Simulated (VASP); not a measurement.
# C (I4/mmm) in VASP: notebook, part 2 of 2

VASP 6.6.1. The steps go on from the part before.

### 4 Single point, LDA (strain -0.030 along x and y, +0.030 along z)

Input file INCAR:

```
SYSTEM = C
PREC = Accurate
ENCUT = 520
EDIFF = 1E-7
ISMEAR = 0
SIGMA = 0.05
LREAL = .FALSE.
LASPH = .TRUE.
NELM = 80
ALGO = Normal
ISIF = 2
LWAVE = .FALSE.
LCHARG = .TRUE.
GGA = CA
LELF = .TRUE.
LVHAR = .TRUE.
NBANDS = 26
```

Input file KPOINTS:

```
regular mesh
0
G
  8 8 8
  0 0 0
```

Input file POSCAR:

```
C
1.0
   -2.3380863495      2.3380863495      2.4827102475
    2.3380863495     -2.3380863495      2.4827102475
    2.3380863495      2.3380863495     -2.4827102475
C
8
Direct
    0.3254710859      0.0000000000      0.0000000000
    0.6745289141      0.6745289141      0.6745289141
    0.0000000000      0.3254710859      0.0000000000
    0.0000000000      0.0000000000      0.3254710859
    0.0000000000      0.6745289141      0.0000000000
    0.3254710859      0.3254710859      0.3254710859
    0.6745289141      0.0000000000      0.0000000000
    0.0000000000      0.0000000000      0.6745289141
```

Potentials or basis: VASP PAW LDA potentials, release 64 (C).

The run is started by

```
> cat potpaw_LDA.64/C/POTCAR > POTCAR
> mpirun -np 1 vasp_std > vasp.out
```

OUTCAR:

```text
SYSTEM = C
   PREC = Accurate
   ENCUT = 520
   EDIFF = 1E-7
   ISMEAR = 0
   LREAL = .FALSE.
   LASPH = .TRUE.
   NELM = 80
   ISIF = 2
   GGA = CA

 ion  position               nearest neighbor table
   1  0.325  0.000  0.000-   7 1.44   6 1.52   8 1.52   5 1.62
   2  0.675  0.675  0.675-   6 1.44   5 1.52   7 1.52   8 1.62
   3  0.000  0.325  0.000-   5 1.44   6 1.52   8 1.52   7 1.62
   4  0.000  0.000  0.325-   8 1.44   7 1.52   5 1.52   6 1.62
   5  0.000  0.675  0.000-   3 1.44   2 1.52   4 1.52   1 1.62
   6  0.325  0.325  0.325-   2 1.44   1 1.52   3 1.52   4 1.62
   7  0.675  0.000  0.000-   1 1.44   2 1.52   4 1.52   3 1.62
   8  0.000  0.000  0.675-   4 1.44   3 1.52   1 1.52   2 1.62

  LATTYP: Found a body centered tetragonal cell.
 ALAT       =     4.6761726990
 C/A-ratio  =     1.0618556701

  Lattice vectors:

 A1 = (  -2.3380863495,   2.3380863495,   2.4827102475)
 A2 = (   2.3380863495,  -2.3380863495,   2.4827102475)
 A3 = (   2.3380863495,   2.3380863495,  -2.4827102475)

Analysis of symmetry for initial positions (statically):
=====================================================================
[... 186 lines left out ...]
 val. band max:        7.4932294737   @ k =   0.0000   0.0000   0.0000
 cond. band min:       9.4814234503   @ k =  -0.1250  -0.1250   0.1250
 fundamental gap:      1.9881939766
 Fermi energy:         7.7320176363

 k-point     1 :       0.0000    0.0000    0.0000
  band No.  band energies     occupation
      1     -14.1830      2.00000
      2      -6.5754      2.00000
      3      -5.3944      2.00000
      4      -5.3944      2.00000
      5      -4.8976      2.00000
      6      -4.8976      2.00000
[... 685 lines left out ...]
     25      19.3111      0.00000
     26      19.5461      0.00000

 [... further k-points ...]
[... 5 lines left out ...]
  --------------------------------------------------------------------------------------
  -------------------------------------------------------------------------------------
  Total        8.8146680      8.8146680     -3.6417833      0.0000000      0.0000000      0.0000000
  in kB      260.1413689    260.1413689   -107.4775025      0.0000000      0.0000000      0.0000000
  external PRESSURE =     137.6017451 kB  Pullay stress =       0.0000000 kB

 VOLUME and BASIS-vectors are now :
 -----------------------------------------------------------------------------
  energy-cutoff  :      520.00
  volume of cell :       54.29
      direct lattice vectors                 reciprocal lattice vectors
    -2.338086350  2.338086350  2.482710248     0.000000000  0.213850100  0.201392813
     2.338086350 -2.338086350  2.482710248     0.213850100  0.000000000  0.201392813
     2.338086350  2.338086350 -2.482710248     0.213850100  0.213850100  0.000000000

 POSITION                                       TOTAL-FORCE (eV/Angst)
 -----------------------------------------------------------------------------------
     -0.76098      0.76098      0.80805        -0.770388      0.770388     -0.764934
      1.57711      1.57711      1.67466        -0.770388     -0.770388      0.764934
      0.76098     -0.76098      0.80805         0.770388     -0.770388     -0.764934
      0.76098      0.76098     -0.80805         0.770388      0.770388      0.764934
      1.57711     -1.57711      1.67466        -0.770388      0.770388      0.764934
      0.76098      0.76098      0.80805         0.770388      0.770388     -0.764934
     -1.57711      1.57711      1.67466         0.770388     -0.770388      0.764934
      1.57711      1.57711     -1.67466        -0.770388     -0.770388     -0.764934
 -----------------------------------------------------------------------------------
    total drift:                                0.000000      0.000000     -0.000000

  FREE ENERGIE OF THE ION-ELECTRON SYSTEM (eV)
  ---------------------------------------------------
  free  energy   TOTEN  =       -74.9492782801 eV

  energy  without entropy=      -74.9492782801  energy(sigma->0) =      -74.94927828
```

OSZICAR:

```text
N       E                     dE             d eps       ncg     rms          rms(c)
DAV:   1     0.808921247585E+02    0.80892E+02   -0.16564E+04  3068   0.118E+03
DAV:   2    -0.729311093373E+02   -0.15382E+03   -0.14158E+03  3964   0.240E+02
DAV:   3    -0.795628000401E+02   -0.66317E+01   -0.65558E+01  4100   0.454E+01
DAV:   4    -0.796478168576E+02   -0.85017E-01   -0.84903E-01  4008   0.577E+00
DAV:   5    -0.796499002909E+02   -0.20834E-02   -0.20825E-02  4112   0.839E-01    0.122E+01
DAV:   6    -0.760293982809E+02    0.36205E+01   -0.30779E+00  3726   0.910E+00    0.688E+00
DAV:   7    -0.749536988791E+02    0.10757E+01   -0.25829E+00  3922   0.851E+00    0.198E+00
DAV:   8    -0.749493791810E+02    0.43197E-02   -0.15594E-01  3688   0.230E+00    0.512E-01
DAV:   9    -0.749495971841E+02   -0.21800E-03   -0.12185E-02  4006   0.618E-01    0.145E-01
DAV:  10    -0.749492859643E+02    0.31122E-03   -0.18134E-03  3858   0.233E-01    0.323E-02
DAV:  11    -0.749492887914E+02   -0.28271E-05   -0.40589E-05  3820   0.415E-02    0.256E-02
DAV:  12    -0.749492781399E+02    0.10651E-04   -0.26302E-05  3778   0.277E-02    0.258E-03
DAV:  13    -0.749492782796E+02   -0.13972E-06   -0.10666E-06  3938   0.580E-03    0.990E-04
DAV:  14    -0.749492782801E+02   -0.44588E-09   -0.22695E-08  2496   0.991E-04
   1 F= -.74949278E+02 E0= -.74949278E+02  d E =-.718795E-14
```

Wall time 64 s (1 thread of Intel Xeon 6975P-C (Granite Rapids), shared host); peak memory 0.17 GiB.

What came out:

| Quantity | Value |
| --- | --- |
| Free energy | -74.9493 eV |
| Pressure | 13.8 GPa |
| Largest force | 1.331 eV/Å |
| Band gap on the k mesh | 1.99 eV, indirect (least direct gap 2.30 eV) |

Forces on the atoms (eV/Å):
```
C   -0.770  0.770 -0.765
C   -0.770 -0.770  0.765
C    0.770 -0.770 -0.765
C    0.770  0.770  0.765
C   -0.770  0.770  0.765
C    0.770  0.770 -0.765
C    0.770 -0.770  0.765
C   -0.770 -0.770 -0.765
```

Caveat: the cell differs from its parent crystal (strain -0.030 along x and y, +0.030 along z); forces of over 1 eV/Å act on the atoms, so gaps and moduli don't describe the material at rest. A k mesh can miss the band edges.

### 5 The runs side by side

| cell | gap on the mesh (eV) | pressure (GPa) | largest force (eV/Å) |
| --- | --- | --- | --- |
| a = 4.238 Å, angles 108.3, 108.3, 111.9°, 8 atoms | 2.44 | -12.3 | 0.85 |
| a = 4.113 Å, angles 110.7, 110.7, 107.0°, 8 atoms | 2.32 | 19.1 | 1.11 |
| a = 4.135 Å, angles 111.1, 111.1, 106.2°, 8 atoms | 1.99 | 13.8 | 1.33 |

Alike in all rows: task single point; level LDA; potentials or basis VASP PAW LDA potentials, release 64 (C); no spin polarisation; k mesh 8 × 8 × 8; cutoff (eV) 520; smearing gaussian 0.05 eV.

Caveats: forces of over 1 eV/Å act on the atoms, so gaps and moduli don't describe the material at rest (some runs).

Total energies depend on the potentials used, so only differences within one code and one set of settings carry meaning.
